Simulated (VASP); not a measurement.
# CdTe (zincblende type) (F-43m) in VASP: single point with PBE

Aim: the single point of CdTe (zincblende type) with PBE.

Everything below comes from runs of VASP 6.6.1. Logs are shortened: lines on timing, memory, paths and dates and some standing lists are left out, and cuts for length are marked.

## Step 1: The cell of the first run

It takes space group F-43m (No. 216, cubic). Conventional cell: a = 6.616 Å, b = 6.616 Å, c = 6.616 Å, α = 90.00°, β = 90.00°, γ = 90.00°. Cd (site symmetry -43m) has 4 Te at 2.86 Å within 3.8 Å. Within 3.8 Å of Te (site symmetry -43m) lie 4 Cd at 2.86 Å.

## Step 2: Single point, PBE

INCAR

```
ALGO     = Normal         # electronic algorithm
EDIFF    = 1E-7           # SCF threshold, eV
ENCUT    = 520            # plane-wave cutoff, eV
GGA      = PE             # functional
ISIF     = 2              # what is computed and relaxed
ISMEAR   = -1             # smearing method
LASPH    = T              # aspherical terms in the spheres
LCHARG   = F              # write CHGCAR
LREAL    = F              # projectors in reciprocal space
LWAVE    = F              # write WAVECAR
NBANDS   = 26             # bands
NELM     = 100            # most SCF steps
PREC     = Accurate       # precision mode
SIGMA    = 0.02           # smearing width, eV
```

KPOINTS

```
k-points
0
Gamma
  6 4 6
```

POSCAR

```
CdTe
1.0
   -3.3078829573      3.3078829573      0.0000000000
    0.0000000000      0.0000000000      6.6157659146
    3.3078829573      3.3078829573      0.0000000000
Cd Te
2 2
Direct
    0.0000000000      0.0000000000      0.0000000000
    0.5000000000      0.5000000000      0.5000000000
    0.0000000000      0.2500000000      0.5000000000
    0.5000000000      0.7500000000      0.0000000000
```

Potentials or basis: VASP PAW PBE potentials, release 64 (Cd, Te).

Command:

```console
cat potpaw_PBE.64/Cd/POTCAR potpaw_PBE.64/Te/POTCAR > POTCAR
mpirun -np 1 vasp_std > vasp.out
```

OUTCAR:

```text
EDIFF = 1E-7
   ENCUT = 520
   GGA = PE
   ISIF = 2
   ISMEAR = -1
   LASPH = T
   LREAL = F
   NELM = 100
   PREC = Accurate

 ion  position               nearest neighbor table
   1  0.000  0.000  0.000-   3 2.86   4 2.86   3 2.86   4 2.86
   2  0.500  0.500  0.500-   3 2.86   4 2.86   4 2.86   3 2.86
   3  0.000  0.250  0.500-   1 2.86   2 2.86   1 2.86   2 2.86
   4  0.500  0.750  0.000-   1 2.86   2 2.86   2 2.86   1 2.86

  LATTYP: Found a simple tetragonal cell.
 ALAT       =     4.6780529410
 C/A-ratio  =     1.4142135624

  Lattice vectors:

 A1 = (   3.3078829573,  -3.3078829573,   0.0000000000)
 A2 = (   3.3078829573,   3.3078829573,   0.0000000000)
 A3 = (   0.0000000000,   0.0000000000,   6.6157659146)

Analysis of symmetry for initial positions (statically):
=====================================================================
 Subroutine PRICEL returns following result:

  LATTYP: Found a face centered cubic cell.
 ALAT       =     6.6157659146

  Lattice vectors:

 A1 = (   3.3078829573,   0.0000000000,   3.3078829573)
 A2 = (   3.3078829573,   3.3078829573,   0.0000000000)
 A3 = (   0.0000000000,   3.3078829573,   3.3078829573)

   2 primitive cells build up your supercell.

 Routine SETGRP: Setting up the symmetry group for a
 simple tetragonal supercell.

 Subroutine GETGRP returns: Found  8 space group operations
 (whereof  8 operations were pure point group operations)
 out of a pool of 16 trial point group operations.

The static configuration has the point symmetry D_2d.

Analysis of symmetry for dynamics (positions and initial velocities):
=====================================================================
 Subroutine PRICEL returns following result:

  LATTYP: Found a face centered cubic cell.
 ALAT       =     6.6157659146

  Lattice vectors:

 A1 = (   3.3078829573,   0.0000000000,   3.3078829573)
 A2 = (   3.3078829573,   3.3078829573,   0.0000000000)
 A3 = (   0.0000000000,   3.3078829573,   3.3078829573)

   2 primitive cells build up your supercell.

 Routine SETGRP: Setting up the symmetry group for a
 simple tetragonal supercell.

 Subroutine GETGRP returns: Found  8 space group operations
 (whereof  8 operations were pure point group operations)
 out of a pool of 16 trial point group operations.

The dynamic configuration has the point symmetry D_2d.

 Subroutine INISYM returns: Found  8 space group operations
 (whereof  8 operations are pure point group operations),
 and found     2 'primitive' translations

----------------------------------------------------------------------------------------

                                     Primitive cell

  volume of cell :      72.3903

  direct lattice vectors                    reciprocal lattice vectors
     3.307882957  0.000000000  3.307882957     0.151154078 -0.151154078  0.151154078
     3.307882957  3.307882957  0.000000000     0.151154078  0.151154078 -0.151154078
     0.000000000  3.307882957  3.307882957    -0.151154078  0.151154078  0.151154078

  length of vectors
     4.678052941  4.678052941  4.678052941     0.261806544  0.261806544  0.261806544

  position of ions in fractional coordinates (direct lattice)
     0.000000000  0.000000000  0.000000000
     0.250000000  0.250000000  0.250000000

  ion indices of the primitive-cell ions
   primitive index   ion index
                 1           1
                 2           3

----------------------------------------------------------------------------------------

 KPOINTS: k-points

Automatic generation of k-mesh.
 Grid dimensions read from file:
 generate k-points for:    6    4    6

 Generating k-lattice:

  Cartesian coordinates                     Fractional coordinates (reciprocal lattice)
    -0.025192346  0.025192346  0.000000000     0.166666667  0.000000000  0.000000000
     0.000000000  0.000000000  0.037788520     0.000000000  0.250000000  0.000000000
     0.025192346  0.025192346  0.000000000     0.000000000  0.000000000  0.166666667

  Length of vectors
     0.035627358  0.037788520  0.035627358

  Shift w.r.t. Gamma in fractional coordinates (k-lattice)
     0.000000000  0.000000000  0.000000000

 Subroutine IBZKPT returns following result:
 ===========================================

 Found     30 irreducible k-points:

 Following reciprocal coordinates:
            Coordinates               Weight
  0.000000  0.000000  0.000000      1.000000
  0.166667  0.000000  0.000000      4.000000
  0.333333  0.000000  0.000000      4.000000
  0.500000  0.000000  0.000000      2.000000
  0.000000  0.250000  0.000000      2.000000
  0.166667  0.250000  0.000000      8.000000
[... 16 lines left out ...]
  0.500000  0.000000  0.333333      4.000000
  0.333333  0.250000  0.333333      8.000000
 [... further k-points ...]
   k-points           NKPTS =     30   k-points in BZ     NKDIM =     30   number of bands    NBANDS=     26
   number of dos      NEDOS =    301   number of ions     NIONS =      4
   total plane-waves  NPLWV =  64800
   dimension x,y,z NGX =    36 NGY =   50 NGZ =   36
   dimension x,y,z NGXF=    72 NGYF=  100 NGZF=   72
   ions per type =               2   2
   NGX,Y,Z   is equivalent  to a cutoff of  12.79, 12.56, 12.79 a.u.
   NGXF,Y,Z  is equivalent  to a cutoff of  25.59, 25.13, 25.59 a.u.
 SYSTEM =  unknown system
   PREC   = accura    normal or accurate (medium, high low for compatibility)
   ISTART =      0    job   : 0-new  1-cont  2-samecut
   ICHARG =      2    charge: 1-file 2-atom 10-const
   ISPIN  =      1    spin polarized calculation?
   LNONCOLLINEAR =      F non collinear calculations
   LSORBIT =      F    spin-orbit coupling
   LASPH  =      T    aspherical Exc in radial PAW
   ENCUT  =  520.0 eV  38.22 Ry    6.18 a.u.   8.70 12.30  8.70*2*pi/ulx,y,z
   NELM   =    100;   NELMIN=  2; NELMDL= -5     # of ELM steps
   EDIFF  = 0.1E-06   stopping-criterion for ELM
   LREAL  =      F    real-space projection
   EDIFFG = 0.1E-05   stopping-criterion for IOM
   NSW    =      0    number of steps for IOM
   IBRION =     -1    ionic relax: 0-MD 1-quasi-New 2-CG
   NFREE  =      0    steps in history (QN), initial steepest desc. (CG)
   ISIF   =      2    stress and relaxation
   ISYM   =      2    0-nonsym 1-usesym 2-fastsym
   POTIM  = 0.5000    time-step for ionic-motion
   TEBEG  =    0.0;   TEEND  =   0.0 temperature during run
   PSTRESS=    0.0 pullay stress
   NELECT =      36.0000    total number of electrons
   NUPDOWN=      -1.0000    fix difference up-down
   EMIN   =  10.00;   EMAX   =-10.00  energy-range for DOS
   EFERMI =   0.00;   METHOD = LEGACY
   ISMEAR =    -1;   SIGMA  =   0.02  broadening in eV -4-tet -1-fermi 0-gaus
   EFERMI_NEDOS =   21; number of points for ismear=-14 and -15
   IALGO  =     38    algorithm
   IMIX   =      4    mixing-type and parameters
     AMIX     =   0.40;   BMIX     =  1.00
     AMIX_MAG =   1.60;   BMIX_MAG =  1.00
  volume/ion in A,a.u.               =      36.20       244.26
  Fermi-wavevector in a.u.,A,eV,Ry     =   1.029451  1.945380 14.419028  1.059769
  Thomas-Fermi vector in A             =   2.163499
   LORBIT       =      0    0 simple, 1 ext, 2 COOP (PROOUT), +10 PAW based schemes
   GGA     = PE    functional components
   LHFCALC =     F    Hartree Fock is set to
   AEXX    =    0.0000 exact exchange contribution
   IVDW    =     0    specifies the selected vdW correction
   LEPSILON=     F    determine dielectric tensor
   LRPA    =     F    only Hartree local field effects (RPA)
 non-spin polarized calculation
  energy-cutoff  :      520.00
  volume of cell :      144.78
 maximum number of plane-waves:      3928
 NGX is ok and might be reduce to    36
   NGX = 17   NGY = 25   NGZ = 17

 number of electron      36.0000018 magnetization

 Free energy of the ion-electron system (eV)
  ---------------------------------------------------
  ext. energy  EPLUGINS =         0.00000000
  ---------------------------------------------------
  free energy    TOTEN  =        -9.62095026 eV

  energy without entropy =       -9.62095025  energy(sigma->0) =       -9.62095025

 E-fermi :   2.1117     XC(G=0):  -8.3132

 val. band max:        1.8079142283   @ k =   0.0000   0.0000   0.0000
 cond. band min:       2.3930397872   @ k =   0.0000   0.0000   0.0000
 fundamental gap:      0.5851255589
 Fermi energy:         2.1117247711

 k-point     1 :       0.0000    0.0000    0.0000
  band No.  band energies     occupation
      1      -9.0314      2.00000
      2      -8.5869      2.00000
      3      -6.2867      2.00000
      4      -6.2867      2.00000
      5      -6.2867      2.00000
      6      -6.1520      2.00000
[... 18 lines left out ...]
     25       9.1847      0.00000
     26      10.3248      0.00000

 k-point     2 :       0.1667    0.0000    0.0000
  band No.  band energies     occupation
      1      -8.9721      2.00000
      2      -8.5893      2.00000
      3      -6.2778      2.00000
      4      -6.2715      2.00000
      5      -6.2387      2.00000
      6      -6.1779      2.00000
[... 18 lines left out ...]
     25       9.3935      0.00000
     26       9.7514      0.00000

 k-point     3 :       0.3333    0.0000    0.0000
  band No.  band energies     occupation
      1      -8.8316      2.00000
      2      -8.6137      2.00000
      3      -6.2536      2.00000
      4      -6.2412      2.00000
      5      -6.2013      2.00000
      6      -6.1866      2.00000
[... 18 lines left out ...]
     25       8.5478      0.00000
     26       8.6541      0.00000

 k-point     4 :       0.5000    0.0000    0.0000
  band No.  band energies     occupation
      1      -8.6930      2.00000
      2      -8.6930      2.00000
      3      -6.2206      2.00000
      4      -6.2206      2.00000
      5      -6.2181      2.00000
      6      -6.2181      2.00000
[... 18 lines left out ...]
     25       7.6128      0.00000
     26       7.6128      0.00000
[... 496 lines left out ...]
      1      -8.6933      2.00000
      2      -8.5879      2.00000
      3      -6.1882      2.00000
      4      -6.1881      2.00000
      5      -6.1779      2.00000
      6      -6.1750      2.00000
[... 18 lines left out ...]
     25       8.9920      0.00000
     26       9.1358      0.00000

 k-point    23 :       0.5000    0.0000    0.3333
  band No.  band energies     occupation
      1      -8.6132      2.00000
      2      -8.6132      2.00000
      3      -6.1728      2.00000
      4      -6.1728      2.00000
      5      -6.1703      2.00000
      6      -6.1703      2.00000
[... 18 lines left out ...]
     25      10.0165      0.00000
     26      10.0165      0.00000

 k-point    24 :       0.3333    0.2500    0.3333
  band No.  band energies     occupation
      1      -8.6774      2.00000
      2      -8.6030      2.00000
      3      -6.2036      2.00000
      4      -6.1968      2.00000
      5      -6.1958      2.00000
      6      -6.1792      2.00000
[... 18 lines left out ...]
     25       8.9545      0.00000
     26       9.0888      0.00000

 [... further k-points ...]

------------------------ aborting loop because EDIFF is reached ----------------------------------------

  FORCE on cell =-STRESS in cart. coord.  units (eV):
  Direction    XX          YY          ZZ          XY          YZ          ZX
  --------------------------------------------------------------------------------------
  -------------------------------------------------------------------------------------
  Total        0.1356182      0.1356182      0.1116015      0.0000000     -0.0000000      0.0000000
  in kB        1.5007843      1.5007843      1.2350088      0.0000000     -0.0000000      0.0000000
  external PRESSURE =       1.4121925 kB  Pullay stress =       0.0000000 kB

 VOLUME and BASIS-vectors are now :
 -----------------------------------------------------------------------------
  energy-cutoff  :      520.00
  volume of cell :      144.78
      direct lattice vectors                 reciprocal lattice vectors
    -3.307882957  3.307882957  0.000000000    -0.151154078  0.151154078  0.000000000
     0.000000000  0.000000000  6.615765915     0.000000000  0.000000000  0.151154078
     3.307882957  3.307882957  0.000000000     0.151154078  0.151154078  0.000000000

 POSITION                                       TOTAL-FORCE (eV/Angst)
 -----------------------------------------------------------------------------------
      0.00000      0.00000      0.00000         0.000000     -0.000000     -0.000000
      0.00000      3.30788      3.30788        -0.000000      0.000000     -0.000000
      1.65394      1.65394      1.65394        -0.000000     -0.000000      0.000000
     -1.65394      1.65394      4.96182         0.000000     -0.000000      0.000000
 -----------------------------------------------------------------------------------
    total drift:                                0.000000      0.000000      0.000000

  FREE ENERGIE OF THE ION-ELECTRON SYSTEM (eV)
  ---------------------------------------------------
  free  energy   TOTEN  =        -9.6209502560 eV

  energy  without entropy=       -9.6209502492  energy(sigma->0) =       -9.62095025
```

It took 93 s on 1 thread of Intel Xeon Platinum 8259CL at 2.50GHz (Skylake/Cascade Lake), shared host; peak memory 0.29 GiB.

What came out:

- Free energy: -9.6210 eV
- Pressure: 0.1 GPa
- Band gap on the k mesh: 0.59 eV

Caveat: semilocal functionals underestimate gaps, and a narrow one can read as zero; spin-orbit coupling is left out, which moves the levels of the heavy elements.
